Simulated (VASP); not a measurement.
# Sb (R-3m) in VASP: notebook

The runs below take Sb through electric field gradients, with PBEsol.

Program: VASP 6.6.1. These are calculated values, not measurements. Logs are shortened: lines on timing, memory, paths and dates and some standing lists are left out, and cuts for length are marked.

**1. The cell of the first run**

It takes space group R-3m (No. 166, trigonal). Conventional cell: a = 4.301 Å, b = 4.301 Å, c = 11.457 Å, α = 90.00°, β = 90.00°, γ = 120.00°. Within 3.8 Å of Sb (site symmetry 3m) lie 6 Sb at 2.92 to 3.37 Å.

**2. Electric field gradients, PBEsol (zz strain of +2 %)**

File INCAR:

```
SYSTEM = Sb
PREC = Accurate
ENCUT = 400
EDIFF = 1E-8
ISMEAR = -1
SIGMA = 0.05
LREAL = .FALSE.
LASPH = .TRUE.
NELM = 120
ALGO = Normal
ISIF = 2
LWAVE = .FALSE.
LCHARG = .FALSE.
GGA = PS
LEFG = .TRUE.
NBANDS = 12
GGA_COMPAT = .FALSE.
```

File KPOINTS:

```
Automatic mesh
0
G
  9 9 9
  0 0 0
```

File POSCAR:

```
Sb
1.0
    2.1506003320      1.2416496806      3.8188800000
   -2.1506003320      1.2416496806      3.8188800000
    0.0000000000     -2.4832993611      3.8188800000
Sb
2
Direct
    0.2336400000      0.2336400000      0.2336400000
    0.7663600000      0.7663600000      0.7663600000
```

Potentials or basis: VASP PAW PBE potentials, release 64 (Sb).

The run is started by

```bash
$ cat potpaw_PBE.64/Sb/POTCAR > POTCAR
$ mpirun -np 1 vasp_std > vasp.out
```

OUTCAR:

```text
SYSTEM = Sb
   PREC = Accurate
   ENCUT = 400
   EDIFF = 1E-8
   ISMEAR = -1
   LREAL = .FALSE.
   LASPH = .TRUE.
   NELM = 120
   ISIF = 2
   GGA = PS

 ion  position               nearest neighbor table
   1  0.234  0.234  0.234-   2 2.92   2 2.92   2 2.92   2 3.37   2 3.37   2 3.37
   2  0.766  0.766  0.766-   1 2.92   1 2.92   1 2.92   1 3.37   1 3.37   1 3.37

  LATTYP: Found a trigonal (rhomboedric) cell.
 ALAT       =     4.5552848618
 COS(alpha) =     0.5542223076

  Lattice vectors:

 A1 = (   2.1506003320,   1.2416496806,   3.8188800000)
 A2 = (  -2.1506003320,   1.2416496806,   3.8188800000)
 A3 = (   0.0000000000,  -2.4832993611,   3.8188800000)

Analysis of symmetry for initial positions (statically):
=====================================================================
 Subroutine PRICEL returns:
 Original cell was already a primitive cell.

 Routine SETGRP: Setting up the symmetry group for a
 trigonal (rhombohedral) supercell.

 Subroutine GETGRP returns: Found 12 space group operations
 (whereof 12 operations were pure point group operations)
 out of a pool of 12 trial point group operations.

The static configuration has the point symmetry D_3d.

Analysis of symmetry for dynamics (positions and initial velocities):
=====================================================================
 Subroutine PRICEL returns:
 Original cell was already a primitive cell.

 Routine SETGRP: Setting up the symmetry group for a
 trigonal (rhombohedral) supercell.

 Subroutine GETGRP returns: Found 12 space group operations
 (whereof 12 operations were pure point group operations)
 out of a pool of 12 trial point group operations.

The dynamic configuration has the point symmetry D_3d.

 Subroutine INISYM returns: Found 12 space group operations
 (whereof 12 operations are pure point group operations),
 and found     1 'primitive' translations

----------------------------------------------------------------------------------------

                                     Primitive cell

  volume of cell :      61.1852

  direct lattice vectors                    reciprocal lattice vectors
     2.150600332  1.241649681  3.818880000     0.232493222  0.134230024  0.087285627
    -2.150600332  1.241649681  3.818880000    -0.232493222  0.134230024  0.087285627
     0.000000000 -2.483299361  3.818880000     0.000000000 -0.268460048  0.087285627

  length of vectors
     4.555284862  4.555284862  4.555284862     0.282293426  0.282293426  0.282293426

  position of ions in fractional coordinates (direct lattice)
     0.233640000  0.233640000  0.233640000
     0.766360000  0.766360000  0.766360000

  ion indices of the primitive-cell ions
   primitive index   ion index
                 1           1
                 2           2

----------------------------------------------------------------------------------------

 KPOINTS: Automatic mesh

Automatic generation of k-mesh.
 Grid dimensions read from file:
 generate k-points for:    9    9    9

 Generating k-lattice:

  Cartesian coordinates                     Fractional coordinates (reciprocal lattice)
     0.025832580  0.014914447  0.009698403     0.111111111 -0.000000000  0.000000000
    -0.025832580  0.014914447  0.009698403    -0.000000000  0.111111111  0.000000000
     0.000000000 -0.029828894  0.009698403     0.000000000  0.000000000  0.111111111

  Length of vectors
     0.031365936  0.031365936  0.031365936

  Shift w.r.t. Gamma in fractional coordinates (k-lattice)
     0.000000000  0.000000000  0.000000000

 Subroutine IBZKPT returns following result:
 ===========================================

 Found     85 irreducible k-points:

 Following reciprocal coordinates:
            Coordinates               Weight
  0.000000  0.000000  0.000000      1.000000
  0.111111  0.000000  0.000000      6.000000
  0.222222  0.000000  0.000000      6.000000
  0.333333  0.000000  0.000000      6.000000
  0.444444  0.000000  0.000000      6.000000
  0.111111  0.111111  0.000000      6.000000
[... 16 lines left out ...]
 -0.333333  0.333333  0.000000      6.000000
  0.444444  0.444444  0.000000      6.000000
 [... further k-points ...]
   k-points           NKPTS =     85   k-points in BZ     NKDIM =     85   number of bands    NBANDS=     12
   number of dos      NEDOS =    301   number of ions     NIONS =      2
   total plane-waves  NPLWV =  27000
   dimension x,y,z NGX =    30 NGY =   30 NGZ =   30
   dimension x,y,z NGXF=    60 NGYF=   60 NGZF=   60
   ions per type =               2
   NGX,Y,Z   is equivalent  to a cutoff of  10.95, 10.95, 10.95 a.u.
   NGXF,Y,Z  is equivalent  to a cutoff of  21.90, 21.90, 21.90 a.u.
 SYSTEM =  Sb
   PREC   = accura    normal or accurate (medium, high low for compatibility)
   ISTART =      0    job   : 0-new  1-cont  2-samecut
   ICHARG =      2    charge: 1-file 2-atom 10-const
   ISPIN  =      1    spin polarized calculation?
   LNONCOLLINEAR =      F non collinear calculations
   LSORBIT =      F    spin-orbit coupling
   LASPH  =      T    aspherical Exc in radial PAW
   ENCUT  =  400.0 eV  29.40 Ry    5.42 a.u.   7.43  7.43  7.43*2*pi/ulx,y,z
   NELM   =    120;   NELMIN=  2; NELMDL= -5     # of ELM steps
   EDIFF  = 0.1E-07   stopping-criterion for ELM
   LREAL  =      F    real-space projection
   EDIFFG = 0.1E-06   stopping-criterion for IOM
   NSW    =      0    number of steps for IOM
   IBRION =     -1    ionic relax: 0-MD 1-quasi-New 2-CG
   NFREE  =      0    steps in history (QN), initial steepest desc. (CG)
   ISIF   =      2    stress and relaxation
   ISYM   =      2    0-nonsym 1-usesym 2-fastsym
   POTIM  = 0.5000    time-step for ionic-motion
   TEBEG  =    0.0;   TEEND  =   0.0 temperature during run
   PSTRESS=    0.0 pullay stress
   NELECT =      10.0000    total number of electrons
   NUPDOWN=      -1.0000    fix difference up-down
   EMIN   =  10.00;   EMAX   =-10.00  energy-range for DOS
   EFERMI =   0.00;   METHOD = LEGACY
   ISMEAR =    -1;   SIGMA  =   0.05  broadening in eV -4-tet -1-fermi 0-gaus
   EFERMI_NEDOS =   21; number of points for ismear=-14 and -15
   IALGO  =     38    algorithm
   IMIX   =      4    mixing-type and parameters
     AMIX     =   0.40;   BMIX     =  1.00
     AMIX_MAG =   1.60;   BMIX_MAG =  1.00
  volume/ion in A,a.u.               =      30.59       206.45
  Fermi-wavevector in a.u.,A,eV,Ry     =   0.895075  1.691447 10.900436  0.801159
  Thomas-Fermi vector in A             =   2.017361
   LORBIT       =      0    0 simple, 1 ext, 2 COOP (PROOUT), +10 PAW based schemes
   GGA     = PS    functional components
   LHFCALC =     F    Hartree Fock is set to
   AEXX    =    0.0000 exact exchange contribution
   IVDW    =     0    specifies the selected vdW correction
   LEPSILON=     F    determine dielectric tensor
   LRPA    =     F    only Hartree local field effects (RPA)
 non-spin polarized calculation
  energy-cutoff  :      400.00
  volume of cell :       61.19
 maximum number of plane-waves:      1121
 NGX is ok and might be reduce to    30
   NGX = 15   NGY = 15   NGZ = 15

 number of electron      10.0000001 magnetization

 Free energy of the ion-electron system (eV)
  ---------------------------------------------------
  ext. energy  EPLUGINS =         0.00000000
  ---------------------------------------------------
  free energy    TOTEN  =        -9.11320965 eV

  energy without entropy =       -9.11123023  energy(sigma->0) =       -9.11221994

 E-fermi :   6.9682     XC(G=0):  -9.6095

 val. band max:        6.9410660125   @ k =   0.3333   0.2222   0.2222
 cond. band min:       6.9959849027   @ k =   0.4444   0.0000   0.0000
 fundamental gap:      0.0549188901
 Fermi energy:         6.9682271599

 k-point     1 :       0.0000    0.0000    0.0000
  band No.  band energies     occupation
      1      -5.6635      2.00000
      2       2.0753      2.00000
      3       4.8222      2.00000
      4       5.2852      2.00000
      5       5.2852      2.00000
      6       9.0309      0.00000
      7       9.6424      0.00000
      8       9.6424      0.00000
      9      12.1248      0.00000
     10      12.1248      0.00000
     11      12.1691      0.00000
     12      13.5066      0.00000
[... 331 lines left out ...]
 k-point    24 :       0.4444    0.4444    0.0000
  band No.  band energies     occupation
      1      -3.4786      2.00000
      2      -0.9180      2.00000
      3       1.7670      2.00000
      4       3.2901      2.00000
      5       3.4773      2.00000
      6       8.5377      0.00000
      7      11.7202      0.00000
      8      12.3326      0.00000
      9      13.2632      0.00000
     10      15.5236      0.00000
     11      16.5453      0.00000
     12      17.5905      0.00000

 [... further k-points ...]
[... 5 lines left out ...]
  --------------------------------------------------------------------------------------
  -------------------------------------------------------------------------------------
  Total       -0.0154003     -0.0154003     -0.4469646      0.0000000     -0.0000000      0.0000000
  in kB       -0.4032687     -0.4032687    -11.7040889      0.0000000     -0.0000000      0.0000000
  external PRESSURE =      -4.1702087 kB  Pullay stress =       0.0000000 kB

 VOLUME and BASIS-vectors are now :
 -----------------------------------------------------------------------------
  energy-cutoff  :      400.00
  volume of cell :       61.19
      direct lattice vectors                 reciprocal lattice vectors
     2.150600332  1.241649681  3.818880000     0.232493222  0.134230024  0.087285627
    -2.150600332  1.241649681  3.818880000    -0.232493222  0.134230024  0.087285627
     0.000000000 -2.483299361  3.818880000     0.000000000 -0.268460048  0.087285627

 POSITION                                       TOTAL-FORCE (eV/Angst)
 -----------------------------------------------------------------------------------
      0.00000      0.00000      2.67673         0.000000      0.000000      0.067420
      0.00000      0.00000      8.77991         0.000000     -0.000000     -0.067420
 -----------------------------------------------------------------------------------
    total drift:                                0.000000     -0.000000      0.000000

  FREE ENERGIE OF THE ION-ELECTRON SYSTEM (eV)
  ---------------------------------------------------
  free  energy   TOTEN  =        -9.1132096473 eV

  energy  without entropy=       -9.1112302303  energy(sigma->0) =       -9.11221994

 Electric field gradients (V/A^2)
---------------------------------------------------------------------
 ion       V_xx      V_yy      V_zz      V_xy      V_xz      V_yz
---------------------------------------------------------------------
   1      18.279    18.279   -36.558    -0.000     0.000    -0.000
   2      18.279    18.279   -36.558    -0.000     0.000    -0.000
---------------------------------------------------------------------

 Electric field gradients after diagonalization (V/A^2)
 (convention: |V_zz| > |V_xx| > |V_yy|)
----------------------------------------------------------------------
 ion       V_xx      V_yy      V_zz     asymmetry (V_yy - V_xx)/ V_zz
----------------------------------------------------------------------
   1      18.279    18.279   -36.558       0.000
   2      18.279    18.279   -36.558       0.000
----------------------------------------------------------------------

           NMR quadrupolar parameters

 Cq : quadrupolar parameter    Cq=e*Q*V_zz/h
 eta: asymmetry parameters     (V_yy - V_xx)/ V_zz
 Q  : nuclear electric quadrupole moment in mb (millibarn)
----------------------------------------------------------------------
 ion       Cq(MHz)       eta       Q (mb)
----------------------------------------------------------------------
   1      -0.088       0.000       1.000
   2      -0.088       0.000       1.000
----------------------------------------------------------------------
```

It took 83 s on 1 thread of Intel Xeon 8259CL, shared host; peak memory 0.18 GiB.

What came out:

```
Free energy            : -9.1132 eV
Pressure               : -0.4 GPa
Largest force          : 0.067 eV/Å
Band gap on the k mesh : 0.05 eV, indirect (least direct gap 0.51 eV)
```

Forces on the atoms (eV/Å):
```
Sb   0.000  0.000  0.067
Sb   0.000  0.000 -0.067
```

Stress tensor (GPa, compression positive):
```
-0.04  0.00  0.00
 0.00 -0.04  0.00
 0.00  0.00 -1.17
```

Electric field gradients, principal values (V/Å²):
```
atom   least  middle  greatest (by size)
1 Sb  18.279  18.279             -36.558
2 Sb  18.279  18.279             -36.558
```

Caveat: the cell differs from its parent crystal (zz strain of +2 %); without QUAD_EFG the Cq values of the log hold for a quadrupole moment of 1 mb, not for the nuclei; the PAW data sets were made with another functional, which shifts forces and pressure a little; spin-orbit coupling is left out, which moves the levels of the heavy elements. A k mesh can miss the band edges.

**3. Electric field gradients, PBEsol (zz strain of +1 %)**

File INCAR:

```
PREC = Accurate ; ENCUT = 400
EDIFF = 1E-8 ; ISMEAR = -1
SIGMA = 0.05 ; LREAL = False
LASPH = True ; NELM = 120
ALGO = Normal ; ISIF = 2
LWAVE = False ; LCHARG = False
GGA = PS ; LEFG = True
NBANDS = 12 ; GGA_COMPAT = False
```

File KPOINTS:

```
Automatic mesh
0
Gamma
  9 9 9
```

File POSCAR:

```
Sb
1.0
    2.1506003320      1.2416496806      3.7814400000
   -2.1506003320      1.2416496806      3.7814400000
    0.0000000000     -2.4832993611      3.7814400000
Sb
2
Direct
    0.2336400000      0.2336400000      0.2336400000
    0.7663600000      0.7663600000      0.7663600000
```

Potentials or basis: VASP PAW PBE potentials, release 64 (Sb).

The run is started by

```bash
$ cat potpaw_PBE.64/Sb/POTCAR > POTCAR
$ mpirun -np 1 vasp_std > vasp.out
```

OUTCAR:

```text
PREC = Accurate
   ENCUT = 400
   EDIFF = 1E-8
   ISMEAR = -1
   LREAL = False
   LASPH = True
   NELM = 120
   ISIF = 2
   GGA = PS

 ion  position               nearest neighbor table
   1  0.234  0.234  0.234-   2 2.91   2 2.91   2 2.91   2 3.36   2 3.36   2 3.36
   2  0.766  0.766  0.766-   1 2.91   1 2.91   1 2.91   1 3.36   1 3.36   1 3.36

  LATTYP: Found a trigonal (rhomboedric) cell.
 ALAT       =     4.5239434337
 COS(alpha) =     0.5480243055

  Lattice vectors:

 A1 = (   2.1506003320,   1.2416496806,   3.7814400000)
 A2 = (  -2.1506003320,   1.2416496806,   3.7814400000)
[... 573 lines left out ...]
  free  energy   TOTEN  =        -9.1163036125 eV

  energy  without entropy=       -9.1144911879  energy(sigma->0) =       -9.11539740

 Electric field gradients (V/A^2)
---------------------------------------------------------------------
 ion       V_xx      V_yy      V_zz      V_xy      V_xz      V_yz
---------------------------------------------------------------------
   1      19.942    19.942   -39.884     0.000     0.000    -0.000
   2      19.942    19.942   -39.884    -0.000    -0.000    -0.000
---------------------------------------------------------------------

 Electric field gradients after diagonalization (V/A^2)
 (convention: |V_zz| > |V_xx| > |V_yy|)
----------------------------------------------------------------------
 ion       V_xx      V_yy      V_zz     asymmetry (V_yy - V_xx)/ V_zz
----------------------------------------------------------------------
   1      19.942    19.942   -39.884       0.000
   2      19.942    19.942   -39.884       0.000
----------------------------------------------------------------------

           NMR quadrupolar parameters

 Cq : quadrupolar parameter    Cq=e*Q*V_zz/h
 eta: asymmetry parameters     (V_yy - V_xx)/ V_zz
 Q  : nuclear electric quadrupole moment in mb (millibarn)
----------------------------------------------------------------------
 ion       Cq(MHz)       eta       Q (mb)
----------------------------------------------------------------------
   1      -0.096       0.000       1.000
   2      -0.096       0.000       1.000
----------------------------------------------------------------------
```

stdout:

```text
POSCAR found type information on POSCAR Sb
 POSCAR found :  1 types and       2 ions
 scaLAPACK will be used
 -----------------------------------------------------------------------------
|                                                                             |
|                                                                             |
|     You enforced a specific xc type in the INCAR file but a different       |
|     I HOPE YOU KNOW WHAT YOU ARE DOING!                                     |
|                                                                             |
 -----------------------------------------------------------------------------

 LDA part: xc-table for (Slater+PW92), standard interpolation
 POSCAR, INCAR and KPOINTS ok, starting setup
 FFT: planning ... GRIDC
 FFT: planning ... GRID_SOFT
 FFT: planning ... GRID
 WAVECAR not read
 entering main loop
ion   1

ion   2
```

It took 75 s on 1 thread of Intel Xeon 8259CL, shared host; peak memory 0.18 GiB.

What came out:

```
Free energy            : -9.1163 eV
Pressure               : 0.1 GPa
Largest force          : 0.134 eV/Å
Band gap on the k mesh : 0.06 eV, indirect (least direct gap 0.50 eV)
```

Forces on the atoms (eV/Å):
```
Sb   0.000  0.000  0.134
Sb   0.000  0.000 -0.134
```

Electric field gradients, principal values (V/Å²):
| atom | least | middle | greatest (by size) |
| --- | --- | --- | --- |
| 1 Sb | 19.942 | 19.942 | -39.884 |
| 2 Sb | 19.942 | 19.942 | -39.884 |

Caveat: the cell differs from its parent crystal (zz strain of +1 %); without QUAD_EFG the Cq values of the log hold for a quadrupole moment of 1 mb, not for the nuclei; the PAW data sets were made with another functional, which shifts forces and pressure a little; spin-orbit coupling is left out, which moves the levels of the heavy elements. A k mesh can miss the band edges.
